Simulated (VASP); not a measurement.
# Al2Cu (I4/mcm) in VASP: a series of runs, part 2 of 2

VASP 6.6.1.

## (3) Single point, PBE (strain -0.015 along x and y, -0.015 along z)

The input, INCAR:

```
SYSTEM = Al2Cu
  ALGO = Fast
  EDIFF = 1E-6
  ENCUT = 520
  GGA = PE
  ISIF = 2
  ISMEAR = 0
  LASPH = .True.
  LCHARG = .True.
  LELF = .True.
  LREAL = .False.
  LVHAR = .True.
  LWAVE = .False.
  NBANDS = 26
  NELM = 100
  PREC = Accurate
  SIGMA = 0.15
```

The input, KPOINTS:

```
k-points
0
Gamma
  12 12 12
  0 0 0
```

The input, POSCAR:

```
Al2Cu
1.0
   -2.9807960485      2.9807960485      2.4049931884
    2.9807960485     -2.9807960485      2.4049931884
    2.9807960485      2.9807960485     -2.4049931884
Al Cu
4 2
Direct
    0.1587211842      0.6587211842      0.8174423684
    0.6587211842      0.8412788158      0.5000000000
    0.8412788158      0.3412788158      0.1825576316
    0.3412788158      0.1587211842      0.5000000000
    0.7500000000      0.7500000000      0.0000000000
    0.2500000000      0.2500000000      0.0000000000
```

Potentials or basis: VASP PAW PBE potentials, release 64 (Al, Cu).

Command:

```sh
cat potpaw_PBE.64/Al/POTCAR potpaw_PBE.64/Cu/POTCAR > POTCAR
mpirun -np 1 vasp_std > vasp.out
```

OUTCAR:

```text
SYSTEM = Al2Cu
   EDIFF = 1E-6
   ENCUT = 520
   GGA = PE
   ISIF = 2
   ISMEAR = 0
   LASPH = .True.
   LREAL = .False.
   NELM = 100
   PREC = Accurate

 ion  position               nearest neighbor table
   1  0.159  0.659  0.817-   5 2.55   6 2.55   5 2.55   6 2.55   3 2.68   3 2.86   3 2.86   2 3.06
                             4 3.06   4 3.06   2 3.06   2 3.17   4 3.17   4 3.17   2 3.17
   2  0.659  0.841  0.500-   6 2.55   5 2.55   5 2.55   6 2.55   4 2.68   4 2.86   4 2.86   1 3.06
                             3 3.06   1 3.06   3 3.06   1 3.17   3 3.17   3 3.17   1 3.17
[... 914 lines left out ...]
  -------------------------------------------------------------------------------------
  Total        3.0587101      3.0587101      2.8360025      0.0000000      0.0000000      0.0000000
  in kB       57.3337754     57.3337754     53.1592470      0.0000000      0.0000000      0.0000000
  external PRESSURE =      55.9422659 kB  Pullay stress =       0.0000000 kB

 VOLUME and BASIS-vectors are now :
 -----------------------------------------------------------------------------
  energy-cutoff  :      520.00
  volume of cell :       85.47
      direct lattice vectors                 reciprocal lattice vectors
    -2.980796048  2.980796048  2.404993188     0.000000000  0.167740426  0.207900797
     2.980796048 -2.980796048  2.404993188     0.167740426  0.000000000  0.207900797
     2.980796048  2.980796048 -2.404993188     0.167740426  0.167740426  0.000000000

 POSITION                                       TOTAL-FORCE (eV/Angst)
 -----------------------------------------------------------------------------------
      3.92703      0.94623     -0.00000        -0.034833     -0.034833     -0.000000
      2.03457      0.94623      2.40499         0.034833     -0.034833      0.000000
     -0.94623      2.03457      2.40499         0.034833      0.034833      0.000000
      0.94623      2.03457      0.00000        -0.034833      0.034833      0.000000
      0.00000      0.00000      3.60749        -0.000000     -0.000000      0.000000
      0.00000      0.00000      1.20250        -0.000000      0.000000      0.000000
 -----------------------------------------------------------------------------------
    total drift:                                0.000000     -0.000000      0.000000

  FREE ENERGIE OF THE ION-ELECTRON SYSTEM (eV)
  ---------------------------------------------------
  free  energy   TOTEN  =       -23.3218801486 eV

  energy  without entropy=      -23.2989106661  energy(sigma->0) =      -23.31039541
```

stdout:

```text
POSCAR found type information on POSCAR AlCu
 POSCAR found :  2 types and       6 ions
 scaLAPACK will be used
 LDA part: xc-table for (Slater+PW92), standard interpolation
 POSCAR, INCAR and KPOINTS ok, starting setup
 FFT: planning ... GRIDC
 FFT: planning ... GRID_SOFT
 FFT: planning ... GRID
 WAVECAR not read
 entering main loop
```

It took 6.2 min on 1 thread of Intel Xeon Platinum 8259CL at 2.50GHz (Skylake/Cascade Lake), shared host; peak memory 0.42 GiB.

What came out:

| Quantity | Value |
| --- | --- |
| Free energy | -23.3219 eV |
| Pressure | 5.6 GPa |
| Largest force | 0.049 eV/Å |
| Band gap on the k mesh | zero (bands 17 and 18 overlap by 4.45 eV) |

Forces in eV/Å, atoms in the order of the input:
```
Al  -0.035 -0.035  0.000
Al   0.035 -0.035  0.000
Al   0.035  0.035  0.000
Al  -0.035  0.035  0.000
Cu   0.000  0.000  0.000
Cu   0.000  0.000  0.000
```

Levels at points of the mesh, in eV from the Fermi level:
```tsv
k point	band 14	band 15	band 16	band 17	band 18	band 19	band 20	band 21
(0.00, 0.00, 0.00)	-2.01	-1.43	-1.28	-1.28	-0.88	-0.21	0.02	1.55
(0.50, 0.00, 0.00)	-3.17	-2.67	-2.67	0.25	0.25	4.16	4.16	4.41
(0.50, 0.50, 0.00)	-2.92	-1.51	-1.35	-0.91	-0.69	0.84	1.34	4.69
(0.50, 0.50, 0.50)	-3.34	-3.34	-1.87	2.63	2.98	2.98	3.41	4.25
```

Caveat: the cell differs from its parent crystal (strain -0.015 along x and y, -0.015 along z); the cell stands under pressure.
